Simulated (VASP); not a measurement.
# Ir (P6_3/mmc) in VASP: notebook

The runs below take Ir through single point, with PBE.

All numbers are computed with VASP 6.6.1; they aren't measurements. Logs are shortened: lines on timing, memory, paths and dates and some standing lists are left out, and cuts for length are marked.

### 1 The cell of the first run

Symmetry: P6_3/mmc, No. 194, hexagonal system. Conventional cell: a = 2.738 Å, b = 2.738 Å, c = 8.952 Å, α = 90.00°, β = 90.00°, γ = 120.00°. Ir (site symmetry -3m) has 12 Ir at 2.74 Å within 3.6 Å. Ir (site symmetry -6m2) has 12 Ir at 2.74 Å within 3.6 Å.

This isn't the form of Ir at room conditions, which is fcc.

### 2 Single point, PBE, collinear spin

Input file INCAR:

```
SYSTEM = Ir
PREC = Accurate ; ENCUT = 520
EDIFF = 1E-6 ; ISMEAR = -1
SIGMA = 0.05 ; LREAL = .FALSE.
LASPH = .TRUE. ; NELM = 150
ALGO = Normal ; ISIF = 2
LWAVE = .FALSE. ; LCHARG = .FALSE.
ISPIN = 2 ; MAGMOM = 1 1 1 1
LORBIT = 11 ; LMAXMIX = 4
GGA = PE ; NBANDS = 30
```

Input file KPOINTS:

```
regular mesh
0
G
  17 17 5
  0 0 0
```

Input file POSCAR:

```
Ir
1.0
    2.7381216312      0.0000000000      0.0000000000
   -1.3690608156      2.3712828913      0.0000000000
    0.0000000000      0.0000000000      8.9519175093
Ir
4
Direct
    0.0000000000      0.0000000000      1.0000000000
    0.0000000000      0.0000000000      0.5000000000
    0.3333333333      0.6666666667      0.2500000000
    0.6666666667      0.3333333333      0.7500000000
```

Potentials or basis: VASP PAW PBE potentials, release 64 (Ir).

Command:

```
$ cat potpaw_PBE.64/Ir/POTCAR > POTCAR
$ mpirun -np 1 vasp_std > vasp.out
```

OUTCAR:

```text
SYSTEM = Ir
   PREC = Accurate
   ENCUT = 520
   EDIFF = 1E-6
   ISMEAR = -1
   LREAL = .FALSE.
   LASPH = .TRUE.
   NELM = 150
   ISIF = 2
   ISPIN = 2
   LORBIT = 11
   GGA = PE

 ion  position               nearest neighbor table
   1  0.000  0.000  0.000-   3 2.74   4 2.74   4 2.74   3 2.74   4 2.74   3 2.74
   2  0.000  0.000  0.500-   3 2.74   4 2.74   4 2.74   3 2.74   4 2.74   3 2.74
   3  0.333  0.667  0.250-   1 2.74   2 2.74   1 2.74   2 2.74   1 2.74   2 2.74
   4  0.667  0.333  0.750-   1 2.74   2 2.74   1 2.74   2 2.74   1 2.74   2 2.74

  LATTYP: Found a hexagonal cell.
 ALAT       =     2.7381216312
 C/A-ratio  =     3.2693644458

  Lattice vectors:

 A1 = (   2.7381216312,   0.0000000000,   0.0000000000)
 A2 = (  -1.3690608156,   2.3712828913,   0.0000000000)
 A3 = (   0.0000000000,   0.0000000000,   8.9519175093)

Analysis of symmetry for initial positions (statically):
=====================================================================
 Subroutine PRICEL returns:
 Original cell was already a primitive cell.

 Routine SETGRP: Setting up the symmetry group for a
 hexagonal supercell.

 Subroutine GETGRP returns: Found 24 space group operations
 (whereof 12 operations were pure point group operations)
 out of a pool of 24 trial point group operations.

The static configuration has the point symmetry D_3d.
 The point group associated with its full space group is D_6h.

Analysis of symmetry for dynamics (positions and initial velocities):
=====================================================================
 Subroutine PRICEL returns:
 Original cell was already a primitive cell.

 Routine SETGRP: Setting up the symmetry group for a
 hexagonal supercell.

 Subroutine GETGRP returns: Found 24 space group operations
 (whereof 12 operations were pure point group operations)
 out of a pool of 24 trial point group operations.

The dynamic configuration has the point symmetry D_3d.
 The point group associated with its full space group is D_6h.

Analysis of structural, dynamic, and magnetic symmetry:
=====================================================================
 Subroutine PRICEL returns:
 Original cell was already a primitive cell.

 Routine SETGRP: Setting up the symmetry group for a
 hexagonal supercell.

 Subroutine GETGRP returns: Found 24 space group operations
 (whereof 12 operations were pure point group operations)
 out of a pool of 24 trial point group operations.

The overall configuration has the point symmetry D_3d.
 The point group associated with its full space group is D_6h.

 Subroutine INISYM returns: Found 24 space group operations
 (whereof 12 operations are pure point group operations),
 and found     1 'primitive' translations

----------------------------------------------------------------------------------------

                                     Primitive cell

  volume of cell :      58.1236

  direct lattice vectors                    reciprocal lattice vectors
     2.738121631  0.000000000  0.000000000     0.365213871  0.210856327  0.000000000
    -1.369060816  2.371282891  0.000000000     0.000000000  0.421712653  0.000000000
     0.000000000  0.000000000  8.951917509     0.000000000  0.000000000  0.111707911

  length of vectors
     2.738121631  2.738121631  8.951917509     0.421712653  0.421712653  0.111707911

  position of ions in fractional coordinates (direct lattice)
     0.000000000  0.000000000  0.000000000
     0.000000000  0.000000000  0.500000000
     0.333333333  0.666666667  0.250000000
     0.666666667  0.333333333  0.750000000

  ion indices of the primitive-cell ions
   primitive index   ion index
                 1           1
                 2           2
                 3           3
                 4           4

----------------------------------------------------------------------------------------

 KPOINTS: regular mesh

Automatic generation of k-mesh.
 Grid dimensions read from file:
 generate k-points for:   17   17    5

 Generating k-lattice:

  Cartesian coordinates                     Fractional coordinates (reciprocal lattice)
     0.021483169  0.012403313  0.000000000     0.058823529  0.000000000  0.000000000
     0.000000000  0.024806627  0.000000000     0.000000000  0.058823529  0.000000000
     0.000000000  0.000000000  0.022341582     0.000000000  0.000000000  0.200000000

  Length of vectors
     0.024806627  0.024806627  0.022341582

  Shift w.r.t. Gamma in fractional coordinates (k-lattice)
     0.000000000  0.000000000  0.000000000

 Subroutine IBZKPT returns following result:
 ===========================================

 Found     99 irreducible k-points:

 Following reciprocal coordinates:
            Coordinates               Weight
  0.000000  0.000000  0.000000      1.000000
  0.058824  0.000000  0.000000      6.000000
  0.117647 -0.000000  0.000000      6.000000
  0.176471 -0.000000  0.000000      6.000000
  0.235294 -0.000000  0.000000      6.000000
  0.294118  0.000000  0.000000      6.000000
[... 16 lines left out ...]
  0.411765  0.117647  0.000000     12.000000
  0.176471  0.176471  0.000000      6.000000
 [... further k-points ...]
   k-points           NKPTS =     99   k-points in BZ     NKDIM =     99   number of bands    NBANDS=     30
   number of dos      NEDOS =    301   number of ions     NIONS =      4
   total plane-waves  NPLWV =  28000
   dimension x,y,z NGX =    20 NGY =   20 NGZ =   70
   dimension x,y,z NGXF=    40 NGYF=   40 NGZF=  140
   ions per type =               4
   NGX,Y,Z   is equivalent  to a cutoff of  12.14, 12.14, 13.00 a.u.
   NGXF,Y,Z  is equivalent  to a cutoff of  24.29, 24.29, 26.00 a.u.
 SYSTEM =  Ir
   PREC   = accura    normal or accurate (medium, high low for compatibility)
   ISTART =      0    job   : 0-new  1-cont  2-samecut
   ICHARG =      2    charge: 1-file 2-atom 10-const
   ISPIN  =      2    spin polarized calculation?
   LNONCOLLINEAR =      F non collinear calculations
   LSORBIT =      F    spin-orbit coupling
   LASPH  =      T    aspherical Exc in radial PAW
   ENCUT  =  520.0 eV  38.22 Ry    6.18 a.u.   5.09  5.09 16.64*2*pi/ulx,y,z
   NELM   =    150;   NELMIN=  2; NELMDL= -5     # of ELM steps
   EDIFF  = 0.1E-05   stopping-criterion for ELM
   LREAL  =      F    real-space projection
[... 12 lines left out ...]
   EFERMI =   0.00;   METHOD = LEGACY
   ISMEAR =    -1;   SIGMA  =   0.05  broadening in eV -4-tet -1-fermi 0-gaus
   EFERMI_NEDOS =   21; number of points for ismear=-14 and -15
   IALGO  =     38    algorithm
   IMIX   =      4    mixing-type and parameters
     AMIX     =   0.40;   BMIX     =  1.00
     AMIX_MAG =   1.60;   BMIX_MAG =  1.00
  volume/ion in A,a.u.               =      14.53        98.06
  Fermi-wavevector in a.u.,A,eV,Ry     =   1.395484  2.637083 26.495663  1.947376
  Thomas-Fermi vector in A             =   2.518932
   LORBIT       =     11    0 simple, 1 ext, 2 COOP (PROOUT), +10 PAW based schemes
   GGA     = PE    functional components
   LHFCALC =     F    Hartree Fock is set to
   AEXX    =    0.0000 exact exchange contribution
   IVDW    =     0    specifies the selected vdW correction
   LEPSILON=     F    determine dielectric tensor
   LRPA    =     F    only Hartree local field effects (RPA)
 spin polarized calculation
  energy-cutoff  :      520.00
  volume of cell :       58.12
 maximum number of plane-waves:      1581
   NGX = 11   NGY = 11   NGZ = 33

 number of electron      36.0000001 magnetization      -0.0054136

 number of electron      36.0000001 magnetization       0.0003792

 Free energy of the ion-electron system (eV)
  ---------------------------------------------------
  ext. energy  EPLUGINS =         0.00000000
  ---------------------------------------------------
  free energy    TOTEN  =       -35.27899239 eV

  energy without entropy =      -35.24677924  energy(sigma->0) =      -35.26288581

 E-fermi :   9.9629     XC(G=0): -13.8298

 val. band max:        9.9621324501   @ k =   0.2941   0.1176   0.0000
 cond. band min:       9.9680130236   @ k =   0.2941   0.0000   0.2000
 fundamental gap:      0.0058805736
 Fermi energy:         9.9629319880

 spin component 1

 k-point     1 :       0.0000    0.0000    0.0000
  band No.  band energies     occupation
      1      -0.8857      1.00000
      2       1.2719      1.00000
      3       1.2833      1.00000
      4       2.1249      1.00000
      5       5.7194      1.00000
      6       5.7542      1.00000
[... 22 lines left out ...]
     29      25.6105      0.00000
     30      25.7444      0.00000

 k-point     2 :       0.0588    0.0000    0.0000
  band No.  band energies     occupation
      1      -0.7523      1.00000
      2       1.3986      1.00000
      3       1.4101      1.00000
      4       2.2474      1.00000
      5       5.5444      1.00000
      6       5.6675      1.00000
[... 22 lines left out ...]
     29      25.7906      0.00000
     30      25.8687      0.00000

 k-point     3 :       0.1176   -0.0000    0.0000
  band No.  band energies     occupation
      1      -0.3639      1.00000
      2       1.7534      1.00000
      3       1.7651      1.00000
      4       2.5907      1.00000
      5       5.1819      1.00000
      6       5.4425      1.00000
[... 682 lines left out ...]
     29      21.3261      0.00000
     30      22.3669      0.00000

 k-point    24 :       0.1765    0.1765    0.0000
  band No.  band energies     occupation
      1       2.0922      1.00000
      2       3.1641      1.00000
      3       3.1882      1.00000
      4       4.1657      1.00000
      5       4.4685      1.00000
      6       4.4930      1.00000
[... 22 lines left out ...]
     29      23.8876      0.00000
     30      24.8570      0.00000

 [... further k-points ...]

 spin component 2

 k-point     1 :       0.0000    0.0000    0.0000
  band No.  band energies     occupation
      1      -0.8857      1.00000
      2       1.2719      1.00000
      3       1.2833      1.00000
      4       2.1249      1.00000
      5       5.7195      1.00000
      6       5.7543      1.00000
[... 22 lines left out ...]
     29      25.6105      0.00000
     30      25.7443      0.00000

 k-point     2 :       0.0588    0.0000    0.0000
  band No.  band energies     occupation
      1      -0.7523      1.00000
      2       1.3986      1.00000
      3       1.4101      1.00000
      4       2.2474      1.00000
      5       5.5444      1.00000
      6       5.6675      1.00000
[... 22 lines left out ...]
     29      25.7906      0.00000
     30      25.8686      0.00000

 k-point     3 :       0.1176   -0.0000    0.0000
  band No.  band energies     occupation
      1      -0.3639      1.00000
      2       1.7534      1.00000
      3       1.7650      1.00000
      4       2.5908      1.00000
      5       5.1820      1.00000
      6       5.4425      1.00000
[... 682 lines left out ...]
     29      21.3261      0.00000
     30      22.3669      0.00000

 k-point    24 :       0.1765    0.1765    0.0000
  band No.  band energies     occupation
      1       2.0922      1.00000
      2       3.1641      1.00000
      3       3.1882      1.00000
      4       4.1657      1.00000
      5       4.4685      1.00000
      6       4.4930      1.00000
[... 22 lines left out ...]
     29      23.8876      0.00000
     30      24.8570      0.00000

 [... further k-points ...]
[... 5 lines left out ...]
  --------------------------------------------------------------------------------------
  -------------------------------------------------------------------------------------
  Total        0.1729186      0.1729186      0.0314166      0.0000000      0.0000000      0.0000000
  in kB        4.7665061      4.7665061      0.8659989      0.0000000      0.0000000      0.0000000
  external PRESSURE =       3.4663371 kB  Pullay stress =       0.0000000 kB

 VOLUME and BASIS-vectors are now :
 -----------------------------------------------------------------------------
  energy-cutoff  :      520.00
  volume of cell :       58.12
      direct lattice vectors                 reciprocal lattice vectors
     2.738121631  0.000000000  0.000000000     0.365213871  0.210856327  0.000000000
    -1.369060816  2.371282891  0.000000000     0.000000000  0.421712653  0.000000000
     0.000000000  0.000000000  8.951917509     0.000000000  0.000000000  0.111707911

 POSITION                                       TOTAL-FORCE (eV/Angst)
 -----------------------------------------------------------------------------------
      0.00000      0.00000      0.00000        -0.000000      0.000000      0.000000
      0.00000      0.00000      4.47596         0.000000      0.000000      0.000000
     -0.00000      1.58086      2.23798        -0.000000     -0.000000     -0.000000
      1.36906      0.79043      6.71394         0.000000      0.000000     -0.000000
 -----------------------------------------------------------------------------------
    total drift:                                0.000000     -0.000000      0.000000

  FREE ENERGIE OF THE ION-ELECTRON SYSTEM (eV)
  ---------------------------------------------------
  free  energy   TOTEN  =       -35.2789923933 eV

  energy  without entropy=      -35.2467792356  energy(sigma->0) =      -35.26288581

 total charge

# of ion       s       p       d       tot
------------------------------------------
    1        0.657   0.707   6.940   8.303
    2        0.657   0.707   6.940   8.303
    3        0.657   0.711   6.947   8.315
    4        0.657   0.711   6.947   8.315
--------------------------------------------------
tot          2.628   2.835  27.773  33.236

 magnetization (x)

# of ion       s       p       d       tot
------------------------------------------
    1       -0.000  -0.000   0.000   0.000
    2       -0.000  -0.000   0.000   0.000
    3       -0.000  -0.000   0.000   0.000
    4       -0.000  -0.000   0.000   0.000
--------------------------------------------------
tot         -0.000  -0.000   0.000   0.000
```

Wall time 2.3 min (1 thread of Intel Xeon 6975P-C (Granite Rapids), shared host); peak memory 0.34 GiB.

What came out:

```
Free energy                                           : -35.2790 eV
Pressure                                              : 0.3 GPa
Band gap on the k mesh                                : zero (filled and empty bands overlap)
Net moment                                            : 0.00 μB per cell
Valence electrons inside the program's atomic spheres : Ir 8.30, 8.31 (each value once)
```

Caveat: spin-orbit coupling is left out, which moves the levels of the heavy elements.

### 3 Single point, PBE, collinear spin (13.95 Å³/atom)

This run uses another cell than the first one, of 13.95 Å³/atom.

Input file INCAR:

```
PREC     = Accurate       # precision mode
ENCUT    = 500            # plane-wave cutoff, eV
EDIFF    = 1E-6           # SCF threshold, eV
ISMEAR   = -1             # smearing method
SIGMA    = 0.05           # smearing width, eV
LREAL    = F              # projectors in reciprocal space
LASPH    = T              # aspherical terms in the spheres
NELM     = 200            # most SCF steps
ALGO     = Normal         # electronic algorithm
ISIF     = 2              # what is computed and relaxed
LWAVE    = F              # write WAVECAR
LCHARG   = F              # write CHGCAR
ISPIN    = 2              # spin polarisation
MAGMOM   = 1 1 1 1        # initial moments
LORBIT   = 11             # projections on sites
LMAXMIX  = 4              # l up to which the mixer works
GGA      = PE             # functional
NBANDS   = 30             # bands
GGA_COMPAT= F
```

Input file KPOINTS:

```
Automatic mesh
0
Gamma
  15 15 4
```

Input file POSCAR:

```
Ir
1.0
    2.7011154271      0.0000000000      0.0000000000
   -1.3505577135      2.3392345784      0.0000000000
    0.0000000000      0.0000000000      8.8309309831
Ir
4
Direct
    1.0000000000      0.0000000000      0.0000000000
    1.0000000000      0.0000000000      0.5000000000
    0.3333333333      0.6666666667      0.2500000000
    0.6666666667      0.3333333333      0.7500000000
```

Potentials or basis: VASP PAW PBE potentials, release 64 (Ir).

Command:

```
$ cat potpaw_PBE.64/Ir/POTCAR > POTCAR
$ mpirun -np 1 vasp_std > vasp.out
```

Wall time 5.6 min (1 thread of Intel Xeon 8259CL, shared host); peak memory 0.31 GiB.

It converged, with:

```yaml
Free_energy: -35.1751 eV
Pressure: 16.2 GPa
Band_gap_on_the_k_mesh: zero (filled and empty bands overlap)
Net_moment: 0.00 μB per cell
Valence_electrons_inside_the_program's_atomic_spheres: Ir 8.44, 8.45 (each value once)
```

Levels at points of the mesh, in eV from the Fermi level:
Spin up:
```tsv
k point	band 14	band 15	band 16	band 17	band 18	band 19	band 20	band 21	band 22	band 23
(0.00, 0.00, 0.00)	-3.38	-3.38	-1.82	-1.82	-1.05	-1.05	-0.82	-0.34	-0.34	0.72
(0.00, 0.00, 0.50)	-3.67	-2.76	-2.76	-1.41	-1.41	-1.41	-1.41	0.23	0.23	0.23
```
Spin down:
```csv
k point,band 16,band 17,band 18,band 19,band 20,band 21
"(0.00, 0.00, 0.00)",-1.82,-1.82,-1.05,-1.05,-0.82,-0.34
"(0.00, 0.00, 0.50)",-2.76,-1.41,-1.41,-1.41,-1.41,0.23
```

Caveat: the cell stands under pressure; spin-orbit coupling is left out, which moves the levels of the heavy elements.

### 4 Single point, PBE, collinear spin (14.53 Å³/atom)

Input file INCAR:

```
SYSTEM = Ir
PREC = Accurate
ENCUT = 500
EDIFF = 1E-6
ISMEAR = -1
SIGMA = 0.05
LREAL = .False.
LASPH = .True.
NELM = 200
ALGO = Normal
ISIF = 2
LWAVE = .False.
LCHARG = .True.
ISPIN = 2
MAGMOM = 1 1 1 1
LORBIT = 11
LMAXMIX = 4
GGA = PE
LELF = .True.
LVHAR = .True.
NBANDS = 30
GGA_COMPAT = .False.
```

Input file KPOINTS:

```
regular mesh
0
Gamma
  15 15 4
  0 0 0
```

Input file POSCAR:

```
Ir
1.0
    2.7381216068      0.0000000000      0.0000000000
   -1.3690608034      2.3712828701      0.0000000000
    0.0000000000      0.0000000000      8.9519176747
Ir
4
Direct
    1.0000000000      0.0000000000      0.0000000000
    1.0000000000      0.0000000000      0.5000000000
    0.3333333333      0.6666666667      0.2500000000
    0.6666666667      0.3333333333      0.7500000000
```

Command:

```
$ cat potpaw_PBE.64/Ir/POTCAR > POTCAR
$ mpirun -np 1 vasp_std > vasp.out
```

It took 6.8 min on 1 thread of Intel Xeon 8259CL, shared host; peak memory 0.32 GiB.

The run converged. Its results:

```yaml
Free_energy: -35.2913 eV
Pressure: 0.3 GPa
Band_gap_on_the_k_mesh: zero (filled and empty bands overlap)
Net_moment: 0.00 μB per cell
Valence_electrons_inside_the_program's_atomic_spheres: Ir 8.30, 8.31 (each value once)
```

Stress tensor (GPa, compression positive):
```
0.34 0.00 0.00
0.00 0.34 0.00
0.00 0.00 0.23
```

Levels at points of the mesh, in eV from the Fermi level:
Spin up:
| k point | band 15 | band 16 | band 17 | band 18 | band 19 | band 20 | band 21 | band 22 |
| --- | --- | --- | --- | --- | --- | --- | --- | --- |
| (0.00, 0.00, 0.00) | -3.17 | -1.70 | -1.70 | -0.98 | -0.98 | -0.71 | -0.33 | -0.33 |
| (0.00, 0.00, 0.50) | -2.60 | -2.60 | -1.32 | -1.32 | -1.32 | -1.32 | 0.21 | 0.21 |
Spin down:
| k point | band 16 | band 17 | band 18 | band 19 | band 20 | band 21 |
| --- | --- | --- | --- | --- | --- | --- |
| (0.00, 0.00, 0.00) | -1.70 | -1.70 | -0.98 | -0.98 | -0.71 | -0.33 |
| (0.00, 0.00, 0.50) | -2.60 | -1.32 | -1.32 | -1.32 | -1.32 | 0.21 |

Caveat: spin-orbit coupling is left out, which moves the levels of the heavy elements.

### 5 The runs side by side

| cell | k mesh | cutoff (eV) | gap on the mesh (eV) | pressure (GPa) | moment (μB) |
| --- | --- | --- | --- | --- | --- |
| a = 2.738, b = 2.738, c = 8.952 Å, angles 90.0, 90.0, 120.0°, 4 atoms | 17 × 17 × 5 | 520 | none | 0.3 | 0.00 |
| a = 2.701, b = 2.701, c = 8.831 Å, angles 90.0, 90.0, 120.0°, 4 atoms | 15 × 15 × 4 | 500 | none | 16.2 | 0.00 |
| a = 2.738, b = 2.738, c = 8.952 Å, angles 90.0, 90.0, 120.0°, 4 atoms | 15 × 15 × 4 | 500 | none | 0.3 | 0.00 |

Alike in all rows: task single point; level PBE; potentials or basis VASP PAW PBE potentials, release 64 (Ir); spin collinear; smearing fermi-dirac 0.05 eV.

Caveats: spin-orbit coupling is left out, which moves the levels of the heavy elements; the cell stands under pressure (at least some runs).

Absolute energies hang on the potentials; compare differences alone.
